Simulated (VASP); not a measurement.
# Cd (P6_3/mmc) in VASP: single point with PBE

Aim: the single point of Cd with PBE.

All numbers are computed with VASP 6.6.1; they aren't measurements. Logs are shortened: lines on timing, memory, paths and dates and some standing lists are left out, and cuts for length are marked.

## (1) The cell of the first run

It takes space group P6_3/mmc (No. 194, hexagonal). The conventional cell has a = 3.043 Å, b = 3.043 Å, c = 5.657 Å, α = 90.00°, β = 90.00°, γ = 120.00°. Within 4.0 Å of Cd (site symmetry -6m2) lie 12 Cd at 3.04 to 3.33 Å.

## (2) Single point, PBE

The input, INCAR:

```
SYSTEM = Cd
  ALGO = Normal
  EDIFF = 1E-7
  ENCUT = 520
  GGA = PE
  ISIF = 2
  ISMEAR = 0
  LASPH = .TRUE.
  LCHARG = .FALSE.
  LREAL = .FALSE.
  LWAVE = .FALSE.
  NBANDS = 19
  NELM = 80
  PREC = Accurate
  SIGMA = 0.05
```

The input, KPOINTS:

```
k-points
0
G
  16 16 8
  0 0 0
```

The input, POSCAR:

```
Cd
1.0
    3.0432828609      0.0000000000      0.0000000000
   -1.5216414304      2.6355602684      0.0000000000
    0.0000000000      0.0000000000      5.6565738789
Cd
2
Direct
    0.3333333333      0.6666666667      0.7500000000
    0.6666666667      0.3333333333      0.2500000000
```

Potentials or basis: VASP PAW PBE potentials, release 64 (Cd).

Command:

```
$ cat potpaw_PBE.64/Cd/POTCAR > POTCAR
$ mpirun -np 1 vasp_std > vasp.out
```

OUTCAR:

```text
SYSTEM = Cd
   EDIFF = 1E-7
   ENCUT = 520
   GGA = PE
   ISIF = 2
   ISMEAR = 0
   LASPH = .TRUE.
   LREAL = .FALSE.
   NELM = 80
   PREC = Accurate

 ion  position               nearest neighbor table
   1  0.333  0.667  0.750-   2 3.33   2 3.33   2 3.33   2 3.33   2 3.33   2 3.33
   2  0.667  0.333  0.250-   1 3.33   1 3.33   1 3.33   1 3.33   1 3.33   1 3.33

  LATTYP: Found a hexagonal cell.
 ALAT       =     3.0432828609
 C/A-ratio  =     1.8587078945

  Lattice vectors:

 A1 = (   3.0432828609,   0.0000000000,   0.0000000000)
 A2 = (  -1.5216414304,   2.6355602684,   0.0000000000)
 A3 = (   0.0000000000,   0.0000000000,   5.6565738789)

Analysis of symmetry for initial positions (statically):
=====================================================================
 Subroutine PRICEL returns:
 Original cell was already a primitive cell.

 Routine SETGRP: Setting up the symmetry group for a
 hexagonal supercell.

 Subroutine GETGRP returns: Found 24 space group operations
 (whereof 12 operations were pure point group operations)
 out of a pool of 24 trial point group operations.

The static configuration has the point symmetry D_3d.
 The point group associated with its full space group is D_6h.

Analysis of symmetry for dynamics (positions and initial velocities):
=====================================================================
 Subroutine PRICEL returns:
 Original cell was already a primitive cell.

 Routine SETGRP: Setting up the symmetry group for a
 hexagonal supercell.

 Subroutine GETGRP returns: Found 24 space group operations
 (whereof 12 operations were pure point group operations)
 out of a pool of 24 trial point group operations.

The dynamic configuration has the point symmetry D_3d.
 The point group associated with its full space group is D_6h.

 Subroutine INISYM returns: Found 24 space group operations
 (whereof 12 operations are pure point group operations),
 and found     1 'primitive' translations

----------------------------------------------------------------------------------------

                                     Primitive cell

  volume of cell :      45.3700

  direct lattice vectors                    reciprocal lattice vectors
     3.043282861  0.000000000  0.000000000     0.328592525  0.189712983  0.000000000
    -1.521641430  2.635560268  0.000000000     0.000000000  0.379425966  0.000000000
     0.000000000  0.000000000  5.656573879     0.000000000  0.000000000  0.176785457

  length of vectors
     3.043282861  3.043282861  5.656573879     0.379425966  0.379425966  0.176785457

  position of ions in fractional coordinates (direct lattice)
     0.333333333  0.666666667  0.750000000
     0.666666667  0.333333333  0.250000000

  ion indices of the primitive-cell ions
   primitive index   ion index
                 1           1
                 2           2

----------------------------------------------------------------------------------------

 KPOINTS: k-points

Automatic generation of k-mesh.
 Grid dimensions read from file:
 generate k-points for:   16   16    8

 Generating k-lattice:

  Cartesian coordinates                     Fractional coordinates (reciprocal lattice)
     0.020537033  0.011857061  0.000000000     0.062500000  0.000000000  0.000000000
     0.000000000  0.023714123  0.000000000     0.000000000  0.062500000  0.000000000
     0.000000000  0.000000000  0.022098182     0.000000000  0.000000000  0.125000000

  Length of vectors
     0.023714123  0.023714123  0.022098182

  Shift w.r.t. Gamma in fractional coordinates (k-lattice)
     0.000000000  0.000000000  0.000000000

 Subroutine IBZKPT returns following result:
 ===========================================

 Found    150 irreducible k-points:

 Following reciprocal coordinates:
            Coordinates               Weight
  0.000000  0.000000  0.000000      1.000000
  0.062500  0.000000  0.000000      6.000000
  0.125000  0.000000  0.000000      6.000000
  0.187500 -0.000000  0.000000      6.000000
  0.250000  0.000000  0.000000      6.000000
  0.312500 -0.000000  0.000000      6.000000
[... 16 lines left out ...]
  0.187500  0.187500  0.000000      6.000000
  0.250000  0.187500  0.000000     12.000000
 [... further k-points ...]
   k-points           NKPTS =    150   k-points in BZ     NKDIM =    150   number of bands    NBANDS=     19
   number of dos      NEDOS =    301   number of ions     NIONS =      2
   total plane-waves  NPLWV =  24192
   dimension x,y,z NGX =    24 NGY =   24 NGZ =   42
   dimension x,y,z NGXF=    48 NGYF=   48 NGZF=   84
   ions per type =               2
   NGX,Y,Z   is equivalent  to a cutoff of  13.11, 13.11, 12.34 a.u.
   NGXF,Y,Z  is equivalent  to a cutoff of  26.22, 26.22, 24.69 a.u.
 SYSTEM =  Cd
   PREC   = accura    normal or accurate (medium, high low for compatibility)
   ISTART =      0    job   : 0-new  1-cont  2-samecut
   ICHARG =      2    charge: 1-file 2-atom 10-const
   ISPIN  =      1    spin polarized calculation?
   LNONCOLLINEAR =      F non collinear calculations
   LSORBIT =      F    spin-orbit coupling
   LASPH  =      T    aspherical Exc in radial PAW
   ENCUT  =  520.0 eV  38.22 Ry    6.18 a.u.   5.66  5.66 10.52*2*pi/ulx,y,z
   NELM   =     80;   NELMIN=  2; NELMDL= -5     # of ELM steps
   EDIFF  = 0.1E-06   stopping-criterion for ELM
   LREAL  =      F    real-space projection
   EDIFFG = 0.1E-05   stopping-criterion for IOM
   NSW    =      0    number of steps for IOM
   IBRION =     -1    ionic relax: 0-MD 1-quasi-New 2-CG
   NFREE  =      0    steps in history (QN), initial steepest desc. (CG)
   ISIF   =      2    stress and relaxation
   ISYM   =      2    0-nonsym 1-usesym 2-fastsym
   POTIM  = 0.5000    time-step for ionic-motion
   TEBEG  =    0.0;   TEEND  =   0.0 temperature during run
   PSTRESS=    0.0 pullay stress
   NELECT =      24.0000    total number of electrons
   NUPDOWN=      -1.0000    fix difference up-down
   EMIN   =  10.00;   EMAX   =-10.00  energy-range for DOS
   EFERMI =   0.00;   METHOD = LEGACY
   ISMEAR =     0;   SIGMA  =   0.05  broadening in eV -4-tet -1-fermi 0-gaus
   EFERMI_NEDOS =   21; number of points for ismear=-14 and -15
   IALGO  =     38    algorithm
   IMIX   =      4    mixing-type and parameters
     AMIX     =   0.40;   BMIX     =  1.00
     AMIX_MAG =   1.60;   BMIX_MAG =  1.00
  volume/ion in A,a.u.               =      22.68       153.09
  Fermi-wavevector in a.u.,A,eV,Ry     =   1.324003  2.502003 23.850798  1.752984
  Thomas-Fermi vector in A             =   2.453570
   LORBIT       =      0    0 simple, 1 ext, 2 COOP (PROOUT), +10 PAW based schemes
   GGA     = PE    functional components
   LHFCALC =     F    Hartree Fock is set to
   AEXX    =    0.0000 exact exchange contribution
   IVDW    =     0    specifies the selected vdW correction
   LEPSILON=     F    determine dielectric tensor
   LRPA    =     F    only Hartree local field effects (RPA)
 non-spin polarized calculation
 Gauss-broadening in eV      SIGMA  =   0.05
  energy-cutoff  :      520.00
  volume of cell :       45.37
 maximum number of plane-waves:      1244
 NGX is ok and might be reduce to    24
   NGX = 11   NGY = 11   NGZ = 21

 number of electron      24.0000001 magnetization

 Free energy of the ion-electron system (eV)
  ---------------------------------------------------
  ext. energy  EPLUGINS =         0.00000000
  ---------------------------------------------------
  free energy    TOTEN  =        -1.49893805 eV

  energy without entropy =       -1.49869363  energy(sigma->0) =       -1.49881584

 E-fermi :   2.6282     XC(G=0): -10.7760

 val. band max:        2.5451341905   @ k =   0.5000   0.0000   0.5000
 cond. band min:       2.6686012803   @ k =   0.3125   0.1250   0.0000
 fundamental gap:      0.1234670898
 Fermi energy:         2.6282244064

 k-point     1 :       0.0000    0.0000    0.0000
  band No.  band energies     occupation
      1      -7.0399      2.00000
      2      -6.7879      2.00000
      3      -6.5008      2.00000
      4      -6.5008      2.00000
      5      -6.4521      2.00000
      6      -6.4521      2.00000
[... 11 lines left out ...]
     18      17.3622      0.00000
     19      17.9640      0.00000

 k-point     2 :       0.0625    0.0000    0.0000
  band No.  band energies     occupation
      1      -7.0048      2.00000
      2      -6.7601      2.00000
      3      -6.5122      2.00000
      4      -6.4688      2.00000
      5      -6.4639      2.00000
      6      -6.4214      2.00000
[... 11 lines left out ...]
     18      17.3391      0.00000
     19      18.2901      0.00000

 k-point     3 :       0.1250    0.0000    0.0000
  band No.  band energies     occupation
      1      -6.9216      2.00000
      2      -6.7047      2.00000
      3      -6.5422      2.00000
      4      -6.4772      2.00000
      5      -6.3765      2.00000
      6      -6.3328      2.00000
[... 11 lines left out ...]
     18      16.9192      0.00000
     19      17.6286      0.00000

 k-point     4 :       0.1875   -0.0000    0.0000
  band No.  band energies     occupation
      1      -6.8813      2.00000
      2      -6.6540      2.00000
      3      -6.5873      2.00000
      4      -6.4108      2.00000
      5      -6.2988      2.00000
      6      -6.2353      2.00000
[... 11 lines left out ...]
     18      15.6550      0.00000
     19      15.7637      0.00000

 k-point     5 :       0.2500    0.0000    0.0000
  band No.  band energies     occupation
      1      -6.9374      2.00000
      2      -6.7271      2.00000
      3      -6.4853      2.00000
      4      -6.4694      2.00000
      5      -6.2758      2.00000
      6      -6.1954      2.00000
[... 11 lines left out ...]
     18      15.3178      0.00000
     19      15.4995      0.00000

 k-point     6 :       0.3125   -0.0000    0.0000
  band No.  band energies     occupation
      1      -7.0256      2.00000
      2      -6.8251      2.00000
      3      -6.6322      2.00000
      4      -6.3676      2.00000
      5      -6.2890      2.00000
      6      -6.2374      2.00000
[... 11 lines left out ...]
     18      15.0660      0.00000
     19      16.2895      0.00000

 k-point     7 :       0.3750   -0.0000    0.0000
  band No.  band energies     occupation
      1      -7.1069      2.00000
      2      -6.9092      2.00000
      3      -6.7611      2.00000
      4      -6.3633      2.00000
      5      -6.2756      2.00000
      6      -6.2747      2.00000
[... 11 lines left out ...]
     18      14.8908      0.00000
     19      15.5709      0.00000

 k-point     8 :       0.4375    0.0000    0.0000
  band No.  band energies     occupation
      1      -7.1624      2.00000
      2      -6.9652      2.00000
      3      -6.8427      2.00000
      4      -6.4115      2.00000
      5      -6.2990      2.00000
      6      -6.2162      2.00000
[... 256 lines left out ...]
 k-point    20 :       0.3125    0.1250    0.0000
  band No.  band energies     occupation
      1      -6.9719      2.00000
      2      -6.7760      2.00000
      3      -6.7448      2.00000
      4      -6.4145      2.00000
      5      -6.3050      2.00000
      6      -6.2651      2.00000
[... 11 lines left out ...]
     18      13.1598      0.00000
     19      14.0357      0.00000

 k-point    21 :       0.3750    0.1250    0.0000
  band No.  band energies     occupation
      1      -7.0244      2.00000
      2      -6.8231      2.00000
      3      -6.8167      2.00000
      4      -6.4210      2.00000
      5      -6.3252      2.00000
      6      -6.2260      2.00000
[... 11 lines left out ...]
     18      12.8127      0.00000
     19      13.8012      0.00000

 k-point    22 :       0.4375    0.1250    0.0000
  band No.  band energies     occupation
      1      -7.0429      2.00000
      2      -6.8412      2.00000
      3      -6.8400      2.00000
      4      -6.4167      2.00000
      5      -6.3529      2.00000
      6      -6.1986      2.00000
[... 11 lines left out ...]
     18      12.6938      0.00000
     19      13.7223      0.00000

 k-point    23 :       0.1875    0.1875    0.0000
  band No.  band energies     occupation
      1      -6.7444      2.00000
      2      -6.7057      2.00000
      3      -6.5943      2.00000
      4      -6.4476      2.00000
      5      -6.4118      2.00000
      6      -6.3294      2.00000
[... 11 lines left out ...]
     18      12.6380      0.00000
     19      13.4743      0.00000

 k-point    24 :       0.2500    0.1875    0.0000
  band No.  band energies     occupation
      1      -6.7986      2.00000
      2      -6.6945      2.00000
      3      -6.6711      2.00000
      4      -6.4484      2.00000
      5      -6.3791      2.00000
      6      -6.2313      2.00000
[... 11 lines left out ...]
     18      11.6772      0.00000
     19      12.7888      0.00000

 [... further k-points ...]

------------------------ aborting loop because EDIFF is reached ----------------------------------------

  FORCE on cell =-STRESS in cart. coord.  units (eV):
  Direction    XX          YY          ZZ          XY          YZ          ZX
  --------------------------------------------------------------------------------------
  -------------------------------------------------------------------------------------
  Total        0.0926191      0.0926191      0.0383003      0.0000000     -0.0000000      0.0000000
  in kB        3.2707126      3.2707126      1.3525208      0.0000000     -0.0000000      0.0000000
  external PRESSURE =       2.6313153 kB  Pullay stress =       0.0000000 kB

 VOLUME and BASIS-vectors are now :
 -----------------------------------------------------------------------------
  energy-cutoff  :      520.00
  volume of cell :       45.37
      direct lattice vectors                 reciprocal lattice vectors
     3.043282861  0.000000000  0.000000000     0.328592525  0.189712983  0.000000000
    -1.521641430  2.635560268  0.000000000     0.000000000  0.379425966  0.000000000
     0.000000000  0.000000000  5.656573879     0.000000000  0.000000000  0.176785457

 POSITION                                       TOTAL-FORCE (eV/Angst)
 -----------------------------------------------------------------------------------
     -0.00000      1.75704      4.24243         0.000000     -0.000000      0.000000
      1.52164      0.87852      1.41414        -0.000000      0.000000      0.000000
 -----------------------------------------------------------------------------------
    total drift:                                0.000000     -0.000000      0.000000

  FREE ENERGIE OF THE ION-ELECTRON SYSTEM (eV)
  ---------------------------------------------------
  free  energy   TOTEN  =        -1.4989380525 eV

  energy  without entropy=       -1.4986936304  energy(sigma->0) =       -1.49881584
```

Wall time 54 s (1 thread of Intel Xeon Platinum 8375C at 2.90GHz (Ice Lake), shared host); peak memory 0.23 GiB.

Results:

* Free energy: -1.4989 eV
* Pressure: 0.3 GPa
* Band gap on the k mesh: zero (band 12 reaches 3.55 eV, above the bottom of band 13 at -0.14 eV)
